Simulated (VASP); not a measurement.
# Re (I4_1/amd) in VASP: further runs

Runs on Re. Level: PBE. Tasks: single point, relaxation of cell and atoms.

Everything below comes from runs of VASP 6.6.1. Logs are shortened: lines on timing, memory, paths and dates and some standing lists are left out, and cuts for length are marked.

### Step 1. The cell of the first run

Symmetry: I4_1/amd, No. 141, tetragonal system. The conventional cell has a = 3.689 Å, b = 3.689 Å, c = 1.941 Å, α = 90.00°, β = 90.00°, γ = 90.00°. Re (site symmetry -4m2) has 10 Re at 1.91 to 2.35 Å within 2.5 Å.

### Step 2. Single point, PBE

INCAR reads:

```
ALGO     = Normal         # electronic algorithm
EDIFF    = 1E-6           # SCF threshold, eV
ENCUT    = 560            # plane-wave cutoff, eV
GGA      = PE             # functional
GGA_COMPAT= False        
ISIF     = 2              # what is computed and relaxed
ISMEAR   = -1             # smearing method
LASPH    = True           # aspherical terms in the spheres
LCHARG   = True           # write CHGCAR
LELF     = True           # ELF
LREAL    = False          # projectors in reciprocal space
LVHAR    = True         
LWAVE    = False          # write WAVECAR
NBANDS   = 22             # bands
NELM     = 120            # most SCF steps
PREC     = Accurate       # precision mode
SIGMA    = 0.1            # smearing width, eV
```

KPOINTS reads:

```
k-points
0
Gamma
  18 18 18
```

POSCAR reads:

```
Re
1.0
   -1.8447202257      1.8447202257      0.9707273679
    1.8447202257     -1.8447202257      0.9707273679
    1.8447202257      1.8447202257     -0.9707273679
Re
2
Direct
   -0.3750000000     -0.1250000000     -0.2500000000
    0.3750000000      0.1250000000      0.2500000000
```

Potentials or basis: VASP PAW PBE potentials, release 64 (Re_sv_GW).

On the command line:

```console
$ cat potpaw_PBE.64/Re_sv_GW/POTCAR > POTCAR
$ mpirun -np 1 vasp_std > vasp.out
```

OUTCAR:

```text
EDIFF = 1E-6
   ENCUT = 560
   GGA = PE
   ISIF = 2
   ISMEAR = -1
   LASPH = True
   LREAL = False
   NELM = 120
   PREC = Accurate

 ion  position               nearest neighbor table
   1  0.625  0.875  0.750-   2 1.91   2 1.91   2 1.91   2 1.91   2 2.35   2 2.35   2 2.35   2 2.35
                             2 3.05   2 3.05
   2  0.375  0.125  0.250-   1 1.91   1 1.91   1 1.91   1 1.91   1 2.35   1 2.35   1 2.35   1 2.35
                             1 3.05   1 3.05

  LATTYP: Found a body centered tetragonal cell.
 ALAT       =     3.6894404514
 C/A-ratio  =     0.5262192903

  Lattice vectors:

 A1 = (  -1.8447202257,   1.8447202257,   0.9707273679)
 A2 = (   1.8447202257,  -1.8447202257,   0.9707273679)
 A3 = (   1.8447202257,   1.8447202257,  -0.9707273679)

Analysis of symmetry for initial positions (statically):
=====================================================================
 Subroutine PRICEL returns:
 Original cell was already a primitive cell.

 Routine SETGRP: Setting up the symmetry group for a
 body centered tetragonal supercell.

 Subroutine GETGRP returns: Found 16 space group operations
 (whereof  4 operations were pure point group operations)
 out of a pool of 16 trial point group operations.

The static configuration has the point symmetry C_2h.
 The point group associated with its full space group is D_4h.

Analysis of symmetry for dynamics (positions and initial velocities):
=====================================================================
 Subroutine PRICEL returns:
 Original cell was already a primitive cell.

 Routine SETGRP: Setting up the symmetry group for a
 body centered tetragonal supercell.

 Subroutine GETGRP returns: Found 16 space group operations
 (whereof  4 operations were pure point group operations)
 out of a pool of 16 trial point group operations.

The dynamic configuration has the point symmetry C_2h.
 The point group associated with its full space group is D_4h.

 Subroutine INISYM returns: Found 16 space group operations
 (whereof  4 operations are pure point group operations),
 and found     1 'primitive' translations

----------------------------------------------------------------------------------------

                                     Primitive cell

  volume of cell :      13.2135

  direct lattice vectors                    reciprocal lattice vectors
    -1.844720226  1.844720226  0.970727368     0.000000000  0.271043811  0.515077679
     1.844720226 -1.844720226  0.970727368     0.271043811  0.000000000  0.515077679
     1.844720226  1.844720226 -0.970727368     0.271043811  0.271043811  0.000000000

  length of vectors
     2.783576305  2.783576305  2.783576305     0.582039314  0.582039314  0.383313833

  position of ions in fractional coordinates (direct lattice)
     0.625000000  0.875000000  0.750000000
     0.375000000  0.125000000  0.250000000

  ion indices of the primitive-cell ions
   primitive index   ion index
                 1           1
                 2           2

----------------------------------------------------------------------------------------

 KPOINTS: k-points

Automatic generation of k-mesh.
 Grid dimensions read from file:
 generate k-points for:   18   18   18

 Generating k-lattice:

  Cartesian coordinates                     Fractional coordinates (reciprocal lattice)
     0.000000000  0.015057989  0.028615427     0.055555556 -0.000000000  0.000000000
     0.015057989  0.000000000  0.028615427    -0.000000000  0.055555556  0.000000000
     0.015057989  0.015057989  0.000000000     0.000000000  0.000000000  0.055555556

  Length of vectors
     0.032335517  0.032335517  0.021295213

  Shift w.r.t. Gamma in fractional coordinates (k-lattice)
     0.000000000  0.000000000  0.000000000

 Subroutine IBZKPT returns following result:
 ===========================================

 Found    480 irreducible k-points:

 Following reciprocal coordinates:
            Coordinates               Weight
  0.000000  0.000000  0.000000      1.000000
  0.055556 -0.000000  0.000000      8.000000
  0.111111 -0.000000  0.000000      8.000000
  0.166667  0.000000  0.000000      8.000000
  0.222222 -0.000000  0.000000      8.000000
  0.277778 -0.000000  0.000000      8.000000
[... 16 lines left out ...]
 -0.277778  0.055556 -0.000000     16.000000
 -0.222222  0.055556  0.000000     16.000000
 [... further k-points ...]
   k-points           NKPTS =    480   k-points in BZ     NKDIM =    480   number of bands    NBANDS=     22
   number of dos      NEDOS =    301   number of ions     NIONS =      2
   total plane-waves  NPLWV =  13824
   dimension x,y,z NGX =    24 NGY =   24 NGZ =   24
   dimension x,y,z NGXF=    48 NGYF=   48 NGZF=   48
   ions per type =               2
   NGX,Y,Z   is equivalent  to a cutoff of  14.33, 14.33, 14.33 a.u.
   NGXF,Y,Z  is equivalent  to a cutoff of  28.67, 28.67, 28.67 a.u.
 SYSTEM =  unknown system
   PREC   = accura    normal or accurate (medium, high low for compatibility)
   ISTART =      0    job   : 0-new  1-cont  2-samecut
   ICHARG =      2    charge: 1-file 2-atom 10-const
   ISPIN  =      1    spin polarized calculation?
   LNONCOLLINEAR =      F non collinear calculations
   LSORBIT =      F    spin-orbit coupling
   LASPH  =      T    aspherical Exc in radial PAW
   ENCUT  =  560.0 eV  41.16 Ry    6.42 a.u.   5.37  5.37  5.37*2*pi/ulx,y,z
   NELM   =    120;   NELMIN=  2; NELMDL= -5     # of ELM steps
   EDIFF  = 0.1E-05   stopping-criterion for ELM
   LREAL  =      F    real-space projection
   EDIFFG = 0.1E-04   stopping-criterion for IOM
   NSW    =      0    number of steps for IOM
   IBRION =     -1    ionic relax: 0-MD 1-quasi-New 2-CG
   NFREE  =      0    steps in history (QN), initial steepest desc. (CG)
   ISIF   =      2    stress and relaxation
   ISYM   =      2    0-nonsym 1-usesym 2-fastsym
   POTIM  = 0.5000    time-step for ionic-motion
   TEBEG  =    0.0;   TEEND  =   0.0 temperature during run
   PSTRESS=    0.0 pullay stress
   NELECT =      30.0000    total number of electrons
   NUPDOWN=      -1.0000    fix difference up-down
   EMIN   =  10.00;   EMAX   =-10.00  energy-range for DOS
   EFERMI =   0.00;   METHOD = LEGACY
   ISMEAR =    -1;   SIGMA  =   0.10  broadening in eV -4-tet -1-fermi 0-gaus
   EFERMI_NEDOS =   21; number of points for ismear=-14 and -15
   IALGO  =     38    algorithm
   IMIX   =      4    mixing-type and parameters
     AMIX     =   0.40;   BMIX     =  1.00
     AMIX_MAG =   1.60;   BMIX_MAG =  1.00
  volume/ion in A,a.u.               =       6.61        44.58
  Fermi-wavevector in a.u.,A,eV,Ry     =   2.151671  4.066068 62.990717  4.629687
  Thomas-Fermi vector in A             =   3.127820
   LORBIT       =      0    0 simple, 1 ext, 2 COOP (PROOUT), +10 PAW based schemes
   GGA     = PE    functional components
   LHFCALC =     F    Hartree Fock is set to
   AEXX    =    0.0000 exact exchange contribution
   IVDW    =     0    specifies the selected vdW correction
   LEPSILON=     F    determine dielectric tensor
   LRPA    =     F    only Hartree local field effects (RPA)
 non-spin polarized calculation
  energy-cutoff  :      560.00
  volume of cell :       13.21
 maximum number of plane-waves:       419
 NGX is ok and might be reduce to    24
   NGX = 11   NGY = 11   NGZ = 11

 number of electron      29.9999999 magnetization

 Free energy of the ion-electron system (eV)
  ---------------------------------------------------
  ext. energy  EPLUGINS =         0.00000000
  ---------------------------------------------------
  free energy    TOTEN  =        24.60145780 eV

  energy without entropy =       24.62265338  energy(sigma->0) =       24.61205559

 E-fermi :  34.1732     XC(G=0): -19.5825

 val. band max:       34.1674086716   @ k =   0.5000   0.3889   0.0556
 cond. band min:      34.1774916848   @ k =  -0.2222   0.2222   0.1667
 fundamental gap:      0.0100830133
 Fermi energy:        34.1731871363

 k-point     1 :       0.0000    0.0000    0.0000
  band No.  band energies     occupation
      1     -52.5067      2.00000
      2     -47.8074      2.00000
      3     -17.2608      2.00000
      4     -17.2608      2.00000
      5      -7.3139      2.00000
      6      -7.3139      2.00000
[... 14 lines left out ...]
     21      51.3461      0.00000
     22      56.6731      0.00000

 k-point     2 :       0.0556   -0.0000    0.0000
  band No.  band energies     occupation
      1     -52.4298      2.00000
      2     -47.7847      2.00000
      3     -17.2316      2.00000
      4     -17.1404      2.00000
      5      -7.6829      2.00000
      6      -7.3407      2.00000
[... 14 lines left out ...]
     21      52.1374      0.00000
     22      57.8024      0.00000

 k-point     3 :       0.1111   -0.0000    0.0000
  band No.  band energies     occupation
      1     -52.2044      2.00000
      2     -47.7213      2.00000
      3     -17.1453      2.00000
      4     -16.7920      2.00000
      5      -8.8951      2.00000
      6      -8.5874      2.00000
[... 14 lines left out ...]
     21      52.2947      0.00000
     22      59.6223      0.00000

 k-point     4 :       0.1667    0.0000    0.0000
  band No.  band energies     occupation
      1     -51.8464      2.00000
      2     -47.6293      2.00000
      3     -17.0046      2.00000
      4     -16.2592      2.00000
      5     -10.6790      2.00000
      6     -10.1797      2.00000
[... 14 lines left out ...]
     21      53.0524      0.00000
     22      60.4152      0.00000

 k-point     5 :       0.2222   -0.0000    0.0000
  band No.  band energies     occupation
      1     -51.3809      2.00000
      2     -47.5257      2.00000
      3     -16.8159      2.00000
      4     -15.6584      2.00000
      5     -12.6380      2.00000
      6     -11.7827      2.00000
[... 417 lines left out ...]
 k-point    22 :      -0.3333    0.0556   -0.0000
  band No.  band energies     occupation
      1     -50.6962      2.00000
      2     -47.6063      2.00000
      3     -16.7066      2.00000
      4     -15.3293      2.00000
      5     -14.4567      2.00000
      6     -12.4954      2.00000
[... 14 lines left out ...]
     21      55.2307      0.00000
     22      58.4920      0.00000

 k-point    23 :      -0.2778    0.0556   -0.0000
  band No.  band energies     occupation
      1     -51.2436      2.00000
      2     -47.6900      2.00000
      3     -16.9066      2.00000
      4     -15.2327      2.00000
      5     -12.8931      2.00000
      6     -11.6359      2.00000
[... 14 lines left out ...]
     21      55.4639      0.00000
     22      57.2145      0.00000

 k-point    24 :      -0.2222    0.0556    0.0000
  band No.  band energies     occupation
      1     -51.7296      2.00000
      2     -47.7735      2.00000
      3     -17.0744      2.00000
      4     -15.8574      2.00000
      5     -11.0012      2.00000
      6     -10.1300      2.00000
[... 14 lines left out ...]
     21      53.8236      0.00000
     22      58.9738      0.00000

 [... further k-points ...]

------------------------ aborting loop because EDIFF is reached ----------------------------------------

  FORCE on cell =-STRESS in cart. coord.  units (eV):
  Direction    XX          YY          ZZ          XY          YZ          ZX
  --------------------------------------------------------------------------------------
  -------------------------------------------------------------------------------------
  Total      151.7970649    151.7970649    151.8905762      0.0000000      0.0000000      0.0000000
  in kB    18405.8412767  18405.8412767  18417.1798009      0.0000000      0.0000000      0.0000000
  external PRESSURE =   18409.6207848 kB  Pullay stress =       0.0000000 kB

 VOLUME and BASIS-vectors are now :
 -----------------------------------------------------------------------------
  energy-cutoff  :      560.00
  volume of cell :       13.21
      direct lattice vectors                 reciprocal lattice vectors
    -1.844720226  1.844720226  0.970727368     0.000000000  0.271043811  0.515077679
     1.844720226 -1.844720226  0.970727368     0.271043811  0.000000000  0.515077679
     1.844720226  1.844720226 -0.970727368     0.271043811  0.271043811  0.000000000

 POSITION                                       TOTAL-FORCE (eV/Angst)
 -----------------------------------------------------------------------------------
      1.84472      0.92236      0.72805         0.000000      0.000000     -0.000000
     -0.00000      0.92236      0.24268        -0.000000     -0.000000      0.000000
 -----------------------------------------------------------------------------------
    total drift:                               -0.000000      0.000000      0.000000

  FREE ENERGIE OF THE ION-ELECTRON SYSTEM (eV)
  ---------------------------------------------------
  free  energy   TOTEN  =        24.6014577956 eV

  energy  without entropy=       24.6226533840  energy(sigma->0) =       24.61205559
```

Run time: 4 min. Hardware: 1 thread of AMD EPYC 7R43 (Zen 3), shared host; peak memory 0.23 GiB.

The run converged, but its numbers aren't listed here, since they failed a check.

Caveat: atoms lie so close that the PAW spheres overlap strongly, which falsifies energies and pressures; the cell stands under pressure; spin-orbit coupling is left out, which moves the levels of the heavy elements.

### Step 3. Single point, PBE

This run uses another cell than the first one, of 10.74 Å³/atom.

INCAR reads:

```
SYSTEM = Re
PREC     = Accurate       ! precision mode
ENCUT    = 560            ! plane-wave cutoff, eV
EDIFF    = 1E-6           ! SCF threshold, eV
ISMEAR   = -1             ! smearing method
SIGMA    = 0.1            ! smearing width, eV
LREAL    = .FALSE.        ! projectors in reciprocal space
LASPH    = .TRUE.         ! aspherical terms in the spheres
NELM     = 120            ! most SCF steps
ALGO     = Normal         ! electronic algorithm
ISIF     = 2              ! what is computed and relaxed
LWAVE    = .FALSE.        ! write WAVECAR
LCHARG   = .FALSE.        ! write CHGCAR
GGA      = PE             ! functional
NBANDS   = 22             ! bands
GGA_COMPAT= .FALSE.
```

KPOINTS reads:

```
regular mesh
0
G
  18 18 18
  0 0 0
```

POSCAR reads:

```
Re
1.0
   -2.1717727468      2.1717727468      1.1381064910
    2.1717727468     -2.1717727468      1.1381064910
    2.1717727468      2.1717727468     -1.1381064910
Re
2
Direct
   -0.3750000000     -0.1250000000     -0.2500000000
    0.3750000000      0.1250000000      0.2500000000
```

Potentials or basis: VASP PAW PBE potentials, release 64 (Re_sv_GW).

On the command line:

```console
$ cat potpaw_PBE.64/Re_sv_GW/POTCAR > POTCAR
$ mpirun -np 1 vasp_std > vasp.out
```

It took 2.7 min on 1 thread of Intel Xeon Platinum 8488C (Sapphire Rapids), shared host; peak memory 0.35 GiB.

Results (log left out):

* Free energy: -18.4315 eV
* Pressure: 308.0 GPa
* Band gap on the k mesh: zero (bands 15 and 16 overlap by 3.84 eV)

Levels at points of the mesh, in eV from the Fermi level:
```tsv
k point	band 13	band 14	band 15	band 16	band 17	band 18
(0.00, 0.00, 0.00)	-6.73	1.02	1.02	1.24	1.24	6.33
(0.50, 0.00, 0.00)	-3.27	-2.39	0.02	0.65	3.74	3.88
(0.50, 0.50, 0.00)	-3.38	-3.38	-0.61	-0.61	3.24	3.24
(0.50, 0.50, 0.50)	-1.15	-1.15	-0.64	-0.64	2.38	2.38
```

Caveat: the cell stands under pressure; spin-orbit coupling is left out, which moves the levels of the heavy elements.

[end of part 1 of 2]
